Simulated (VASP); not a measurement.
# Nb (Im-3m) in VASP: further runs

Nb is run at these levels: LDA; tasks: single point, relaxation of cell and atoms.

Program: VASP 6.6.1. These are calculated values, not measurements. Logs are shortened: lines on timing, memory, paths and dates and some standing lists are left out, and cuts for length are marked.

### 1 The cell of the first run

The structure is cubic, space group Im-3m (No. 229). The conventional cell has a = 3.248 Å, b = 3.248 Å, c = 3.248 Å, α = 90.00°, β = 90.00°, γ = 90.00°. Nb (site symmetry m-3m) has 14 Nb at 2.81 to 3.25 Å within 3.7 Å.

### 2 Single point, LDA

Input file INCAR:

```
SYSTEM = Nb
ALGO     = Normal         ! electronic algorithm
EDIFF    = 1E-7           ! SCF threshold, eV
ENCUT    = 520            ! plane-wave cutoff, eV
GGA      = CA             ! functional
ISIF     = 2              ! what is computed and relaxed
ISMEAR   = -1             ! smearing method
LASPH    = .True.         ! aspherical terms in the spheres
LCHARG   = .True.         ! write CHGCAR
LELF     = .True.         ! ELF
LREAL    = .False.        ! projectors in reciprocal space
LVHAR    = .True.       
LWAVE    = .False.        ! write WAVECAR
NBANDS   = 12             ! bands
NELM     = 60             ! most SCF steps
PREC     = Accurate       ! precision mode
SIGMA    = 0.1            ! smearing width, eV
```

Input file KPOINTS:

```
k-points
0
Gamma
  7 7 7
  0 0 0
```

Input file POSCAR:

```
Nb
1.0
   -1.6239650939      1.6239650939      1.6239650939
    1.6239650939     -1.6239650939      1.6239650939
    1.6239650939      1.6239650939     -1.6239650939
Nb
1
Direct
    0.0000000000      0.0000000000      0.0000000000
```

Potentials or basis: VASP PAW LDA potentials, release 64 (Nb_sv).

On the command line:

```sh
cat potpaw_LDA.64/Nb_sv/POTCAR > POTCAR
mpirun -np 1 vasp_std > vasp.out
```

OUTCAR:

```text
SYSTEM = Nb
   EDIFF = 1E-7
   ENCUT = 520
   GGA = CA
   ISIF = 2
   ISMEAR = -1
   LASPH = .True.
   LREAL = .False.
   NELM = 60
   PREC = Accurate

 ion  position               nearest neighbor table
   1  0.000  0.000  0.000-

  LATTYP: Found a body centered cubic cell.
 ALAT       =     3.2479301878

  Lattice vectors:

 A1 = (  -1.6239650939,   1.6239650939,   1.6239650939)
 A2 = (   1.6239650939,  -1.6239650939,   1.6239650939)
 A3 = (   1.6239650939,   1.6239650939,  -1.6239650939)

Analysis of symmetry for initial positions (statically):
=====================================================================
 Subroutine PRICEL returns:
 Original cell was already a primitive cell.

 Routine SETGRP: Setting up the symmetry group for a
 body centered cubic supercell.

 Subroutine GETGRP returns: Found 48 space group operations
[... 9 lines left out ...]

 Routine SETGRP: Setting up the symmetry group for a
 body centered cubic supercell.

 Subroutine GETGRP returns: Found 48 space group operations
[... 11 lines left out ...]
                                     Primitive cell

  volume of cell :      17.1313

  direct lattice vectors                    reciprocal lattice vectors
    -1.623965094  1.623965094  1.623965094     0.000000000  0.307888391  0.307888391
     1.623965094 -1.623965094  1.623965094     0.307888391  0.000000000  0.307888391
     1.623965094  1.623965094 -1.623965094     0.307888391  0.307888391  0.000000000

  length of vectors
     2.812790052  2.812790052  2.812790052     0.435419938  0.435419938  0.435419938

  position of ions in fractional coordinates (direct lattice)
     0.000000000  0.000000000  0.000000000

  ion indices of the primitive-cell ions
   primitive index   ion index
                 1           1

----------------------------------------------------------------------------------------

 KPOINTS: k-points

Automatic generation of k-mesh.
 Grid dimensions read from file:
 generate k-points for:    7    7    7

 Generating k-lattice:

  Cartesian coordinates                     Fractional coordinates (reciprocal lattice)
     0.000000000  0.043984056  0.043984056     0.142857143  0.000000000  0.000000000
     0.043984056  0.000000000  0.043984056     0.000000000  0.142857143  0.000000000
     0.043984056  0.043984056  0.000000000     0.000000000  0.000000000  0.142857143

  Length of vectors
     0.062202848  0.062202848  0.062202848

  Shift w.r.t. Gamma in fractional coordinates (k-lattice)
     0.000000000  0.000000000  0.000000000

 Subroutine IBZKPT returns following result:
 ===========================================

 Found     20 irreducible k-points:

 Following reciprocal coordinates:
            Coordinates               Weight
  0.000000  0.000000  0.000000      1.000000
  0.142857  0.000000  0.000000     12.000000
  0.285714  0.000000  0.000000     12.000000
  0.428571  0.000000  0.000000     12.000000
  0.142857  0.142857  0.000000     24.000000
  0.285714  0.142857  0.000000     48.000000
[... 12 lines left out ...]
 -0.428571 -0.428571  0.285714      8.000000
 -0.428571  0.428571  0.428571      6.000000
   k-points           NKPTS =     20   k-points in BZ     NKDIM =     20   number of bands    NBANDS=     12
   number of dos      NEDOS =    301   number of ions     NIONS =      1
   total plane-waves  NPLWV =  13824
   dimension x,y,z NGX =    24 NGY =   24 NGZ =   24
   dimension x,y,z NGXF=    48 NGYF=   48 NGZF=   48
   ions per type =               1
   NGX,Y,Z   is equivalent  to a cutoff of  14.18, 14.18, 14.18 a.u.
   NGXF,Y,Z  is equivalent  to a cutoff of  28.37, 28.37, 28.37 a.u.
 SYSTEM =  Nb
   PREC   = accura    normal or accurate (medium, high low for compatibility)
   ISTART =      0    job   : 0-new  1-cont  2-samecut
   ICHARG =      2    charge: 1-file 2-atom 10-const
   ISPIN  =      1    spin polarized calculation?
   LNONCOLLINEAR =      F non collinear calculations
   LSORBIT =      F    spin-orbit coupling
   LASPH  =      T    aspherical Exc in radial PAW
   ENCUT  =  520.0 eV  38.22 Ry    6.18 a.u.   5.23  5.23  5.23*2*pi/ulx,y,z
   NELM   =     60;   NELMIN=  2; NELMDL= -5     # of ELM steps
   EDIFF  = 0.1E-06   stopping-criterion for ELM
   LREAL  =      F    real-space projection
   EDIFFG = 0.1E-05   stopping-criterion for IOM
   NSW    =      0    number of steps for IOM
   IBRION =     -1    ionic relax: 0-MD 1-quasi-New 2-CG
   NFREE  =      0    steps in history (QN), initial steepest desc. (CG)
   ISIF   =      2    stress and relaxation
   ISYM   =      2    0-nonsym 1-usesym 2-fastsym
   POTIM  = 0.5000    time-step for ionic-motion
   TEBEG  =    0.0;   TEEND  =   0.0 temperature during run
   PSTRESS=    0.0 pullay stress
   NELECT =      13.0000    total number of electrons
   NUPDOWN=      -1.0000    fix difference up-down
   EMIN   =  10.00;   EMAX   =-10.00  energy-range for DOS
   EFERMI =   0.00;   METHOD = LEGACY
   ISMEAR =    -1;   SIGMA  =   0.10  broadening in eV -4-tet -1-fermi 0-gaus
   EFERMI_NEDOS =   21; number of points for ismear=-14 and -15
   IALGO  =     38    algorithm
   IMIX   =      4    mixing-type and parameters
     AMIX     =   0.40;   BMIX     =  1.00
     AMIX_MAG =   1.60;   BMIX_MAG =  1.00
  volume/ion in A,a.u.               =      17.13       115.61
  Fermi-wavevector in a.u.,A,eV,Ry     =   1.493227  2.821790 30.337289  2.229728
  Thomas-Fermi vector in A             =   2.605655
   LORBIT       =      0    0 simple, 1 ext, 2 COOP (PROOUT), +10 PAW based schemes
   GGA     = CA    functional components
   LHFCALC =     F    Hartree Fock is set to
   AEXX    =    0.0000 exact exchange contribution
   IVDW    =     0    specifies the selected vdW correction
   LEPSILON=     F    determine dielectric tensor
   LRPA    =     F    only Hartree local field effects (RPA)
 non-spin polarized calculation
  energy-cutoff  :      520.00
  volume of cell :       17.13
 maximum number of plane-waves:       470
 NGX is ok and might be reduce to    24
   NGX = 11   NGY = 11   NGZ = 11

 number of electron      13.0000001 magnetization

 Free energy of the ion-electron system (eV)
  ---------------------------------------------------
  ext. energy  EPLUGINS =         0.00000000
  ---------------------------------------------------
  free energy    TOTEN  =       -11.26881397 eV

  energy without entropy =      -11.20541086  energy(sigma->0) =      -11.23711242

 E-fermi :  11.6972     XC(G=0): -12.9746

 val. band max:       11.5394288048   @ k =  -0.4286   0.4286   0.1429
 cond. band min:      11.7042882638   @ k =   0.2857   0.1429   0.0000
 fundamental gap:      0.1648594589
 Fermi energy:        11.6972236323

 k-point     1 :       0.0000    0.0000    0.0000
  band No.  band energies     occupation
      1     -42.3015      2.00000
      2     -17.6319      2.00000
      3     -17.6319      2.00000
      4     -17.6319      2.00000
      5       5.7020      2.00000
      6      12.0302      0.06910
      7      12.0302      0.06910
      8      12.0302      0.06910
      9      15.1049      0.00000
     10      15.1049      0.00000
     11      26.0818      0.00000
     12      26.0818      0.00000

 k-point     2 :       0.1429    0.0000    0.0000
  band No.  band energies     occupation
      1     -42.2450      2.00000
      2     -17.9568      2.00000
      3     -17.7300      2.00000
      4     -17.6351      2.00000
      5       6.5402      2.00000
      6      11.5264      1.69314
      7      11.8420      0.38059
      8      12.8814      0.00001
      9      14.5399      0.00000
     10      15.1223      0.00000
     11      26.6673      0.00000
     12      27.5686      0.00000

 k-point     3 :       0.2857    0.0000    0.0000
  band No.  band energies     occupation
      1     -42.1157      2.00000
      2     -18.6462      2.00000
      3     -17.9443      2.00000
      4     -17.6426      2.00000
      5       7.9182      2.00000
      6      10.5854      1.99997
      7      11.7510      0.73763
      8      14.7089      0.00000
      9      15.2023      0.00000
     10      15.3556      0.00000
     11      25.8766      0.00000
     12      27.7524      0.00000

 k-point     4 :       0.4286    0.0000    0.0000
  band No.  band energies     occupation
      1     -42.0096      2.00000
      2     -19.1657      2.00000
      3     -18.1104      2.00000
      4     -17.6489      2.00000
      5       7.8388      2.00000
      6       9.9574      2.00000
      7      13.7085      0.00000
      8      15.2167      0.00000
      9      15.7984      0.00000
     10      17.9562      0.00000
     11      23.8485      0.00000
     12      25.0383      0.00000

 k-point     5 :       0.1429    0.1429    0.0000
  band No.  band energies     occupation
      1     -42.1519      2.00000
      2     -18.4263      2.00000
      3     -17.8549      2.00000
      4     -17.7094      2.00000
      5       7.8422      2.00000
      6      11.0373      1.99728
      7      11.0865      1.99556
      8      14.1378      0.00000
      9      14.7143      0.00000
     10      15.5604      0.00000
     11      27.5832      0.00000
     12      27.6849      0.00000

 k-point     6 :       0.2857    0.1429    0.0000
  band No.  band energies     occupation
      1     -42.0337      2.00000
      2     -18.9299      2.00000
      3     -18.1202      2.00000
      4     -17.7434      2.00000
      5       8.5848      2.00000
      6      10.2790      2.00000
      7      11.7043      0.96469
      8      14.6371      0.00000
      9      15.9354      0.00000
     10      17.7404      0.00000
     11      25.1559      0.00000
     12      26.4990      0.00000

 k-point     7 :       0.4286    0.1429    0.0000
  band No.  band energies     occupation
      1     -41.9802      2.00000
      2     -19.1393      2.00000
      3     -18.2497      2.00000
      4     -17.7518      2.00000
      5       8.3532      2.00000
      6      10.0408      2.00000
      7      12.8542      0.00002
      8      14.9671      0.00000
      9      16.3542      0.00000
     10      19.7220      0.00000
     11      23.7193      0.00000
     12      24.7040      0.00000

 k-point     8 :       0.2857    0.2857    0.0000
  band No.  band energies     occupation
      1     -41.9673      2.00000
      2     -18.9277      2.00000
      3     -18.5015      2.00000
      4     -17.8248      2.00000
      5       9.2621      2.00000
      6      10.3363      2.00000
      7      11.3835      1.91680
      8      15.1166      0.00000
      9      15.9734      0.00000
     10      21.2861      0.00000
     11      23.0729      0.00000
     12      25.2499      0.00000
[... 106 lines left out ...]
 k-point    16 :      -0.4286   -0.4286    0.1429
  band No.  band energies     occupation
      1     -41.9177      2.00000
      2     -18.9758      2.00000
      3     -18.5429      2.00000
      4     -17.9683      2.00000
      5       9.1850      2.00000
      6      10.4261      1.99999
      7      10.9041      1.99928
      8      14.4610      0.00000
      9      16.8727      0.00000
     10      21.3992      0.00000
     11      23.1665      0.00000
     12      25.6479      0.00000

 k-point    17 :      -0.2857    0.2857    0.2857
  band No.  band energies     occupation
      1     -41.9640      2.00000
      2     -18.6068      2.00000
      3     -18.2919      2.00000
      4     -18.2919      2.00000
      5       9.4604      2.00000
      6       9.7370      2.00000
      7      13.1724      0.00000
      8      13.1724      0.00000
      9      14.9347      0.00000
     10      17.0329      0.00000
     11      27.0811      0.00000
     12      29.5428      0.00000

 k-point    18 :      -0.4286    0.4286    0.2857
  band No.  band energies     occupation
      1     -41.8780      2.00000
      2     -18.8788      2.00000
      3     -18.4756      2.00000
      4     -18.3307      2.00000
      5       8.7471      2.00000
      6       9.3001      2.00000
      7      13.3245      0.00000
      8      13.9041      0.00000
      9      17.3378      0.00000
     10      19.2983      0.00000
     11      24.7418      0.00000
     12      26.1677      0.00000

 k-point    19 :      -0.4286   -0.4286    0.2857
  band No.  band energies     occupation
      1     -41.8389      2.00000
      2     -18.7649      2.00000
      3     -18.7649      2.00000
      4     -18.3644      2.00000
      5       8.5802      2.00000
      6       8.5802      2.00000
      7      13.3252      0.00000
      8      16.5448      0.00000
      9      16.5448      0.00000
     10      22.7600      0.00000
     11      22.7600      0.00000
     12      22.8118      0.00000

 k-point    20 :      -0.4286    0.4286    0.4286
  band No.  band energies     occupation
      1     -41.8035      2.00000
      2     -18.7299      2.00000
      3     -18.6683      2.00000
      4     -18.6683      2.00000
      5       7.9083      2.00000
      6       8.0618      2.00000
      7      16.3505      0.00000
      8      16.3505      0.00000
      9      17.2536      0.00000
     10      20.2096      0.00000
     11      23.0226      0.00000
     12      23.0226      0.00000

------------------------ aborting loop because EDIFF is reached ----------------------------------------

  FORCE on cell =-STRESS in cart. coord.  units (eV):
  Direction    XX          YY          ZZ          XY          YZ          ZX
  --------------------------------------------------------------------------------------
  -------------------------------------------------------------------------------------
  Total       -0.0177951     -0.0177951     -0.0177951     -0.0000000     -0.0000000     -0.0000000
  in kB       -1.6642607     -1.6642607     -1.6642607     -0.0000000     -0.0000000     -0.0000000
  external PRESSURE =      -1.6642607 kB  Pullay stress =       0.0000000 kB

 VOLUME and BASIS-vectors are now :
 -----------------------------------------------------------------------------
  energy-cutoff  :      520.00
  volume of cell :       17.13
      direct lattice vectors                 reciprocal lattice vectors
    -1.623965094  1.623965094  1.623965094     0.000000000  0.307888391  0.307888391
     1.623965094 -1.623965094  1.623965094     0.307888391  0.000000000  0.307888391
     1.623965094  1.623965094 -1.623965094     0.307888391  0.307888391  0.000000000

 POSITION                                       TOTAL-FORCE (eV/Angst)
 -----------------------------------------------------------------------------------
      0.00000      0.00000      0.00000         0.000000      0.000000     -0.000000
 -----------------------------------------------------------------------------------
    total drift:                                0.000000      0.000000      0.000000

  FREE ENERGIE OF THE ION-ELECTRON SYSTEM (eV)
  ---------------------------------------------------
  free  energy   TOTEN  =       -11.2688139693 eV

  energy  without entropy=      -11.2054108619  energy(sigma->0) =      -11.23711242
```

Run time: 5.6 s. Hardware: 1 thread of Intel Xeon Platinum 8259CL at 2.50GHz (Skylake/Cascade Lake), shared host; peak memory 0.12 GiB.

What came out:

* Free energy: -11.2688 eV
* Pressure: -0.2 GPa

Caveat: the k points lie up to 0.39 Å⁻¹ apart.

### 3 Relaxation of cell and atoms, LDA

This run uses another cell than the first one, of 18.43 Å³/atom, 1.076 times its volume.

Input file INCAR:

```
SYSTEM = Nb
ALGO = Normal
EDIFF = 1E-6
EDIFFG = -0.01
ENCUT = 600
GGA = CA
IBRION = 2
ISIF = 3
ISMEAR = -1
LASPH = .True.
LCHARG = .False.
LREAL = .False.
LWAVE = .False.
NELM = 80
NSW = 60
PREC = Accurate
SIGMA = 0.1
```

KPOINTS is that of step 2.

Input file POSCAR:

```
Nb
1.0
   -1.6639500000      1.6639500000      1.6639500000
    1.6639500000     -1.6639500000      1.6639500000
    1.6639500000      1.6639500000     -1.6639500000
Nb
1
Direct
    0.0000000000      0.0000000000      0.0000000000
```

Potentials or basis: VASP PAW LDA potentials, release 64 (Nb_sv).

On the command line:

```sh
cat potpaw_LDA.64/Nb_sv/POTCAR > POTCAR
mpirun -np 1 vasp_std > vasp.out
```

Run time: 14 s. Hardware: 1 thread of Intel Xeon Platinum 8259CL at 2.50GHz (Skylake/Cascade Lake), shared host; peak memory 0.14 GiB.

The run converged. Its results:

- Free energy: -11.2695 eV
- Relaxed volume: 17.13 Å³/atom
- Relaxed cell: a = 2.813 Å, b = 2.813 Å, c = 2.813 Å, α = 109.47°, β = 109.47°, γ = 109.47°
- Space group after relaxing (to 0.05 Å): Im-3m (No. 229)
- Energy gained by relaxing: 50.2 meV/atom
- Ionic steps: 4
- Pressure after relaxing: -0.1 GPa

Step by step:
| step | energy change (eV) | largest force (eV/Å) | pressure (GPa) | volume (Å³) |
| --- | --- | --- | --- | --- |
| 1 | 0.0000 | 0.0000 | -11.71 | 18.43 |
| 2 | 0.1165 | 0.0000 | 28.51 | 15.06 |
| 3 | -0.0501 | 0.0000 | -0.51 | 17.17 |
| 4 | -0.0502 | 0.0000 | -0.06 | 17.13 |

Final structure:
```yaml
crystal:
  lattice:
    - [-1.62387, 1.62387, 1.62387]
    - [1.62387, -1.62387, 1.62387]
    - [1.62387, 1.62387, -1.62387]
  atoms:
    - { symbol: Nb, position: [0.00000, 0.00000, 0.00000] }
```

Levels at points of the mesh, in eV from the Fermi level:
| k point | band 2 | band 3 | band 4 | band 5 | band 6 | band 7 | band 8 | band 9 | band 10 |
| --- | --- | --- | --- | --- | --- | --- | --- | --- | --- |
| (0.00, 0.00, 0.00) | -29.33 | -29.33 | -29.33 | -6.00 | 0.33 | 0.33 | 0.33 | 3.41 | 3.41 |

Caveat: the k points lie up to 0.39 Å⁻¹ apart in the final cell. LDA usually gives volumes a few per cent too small.
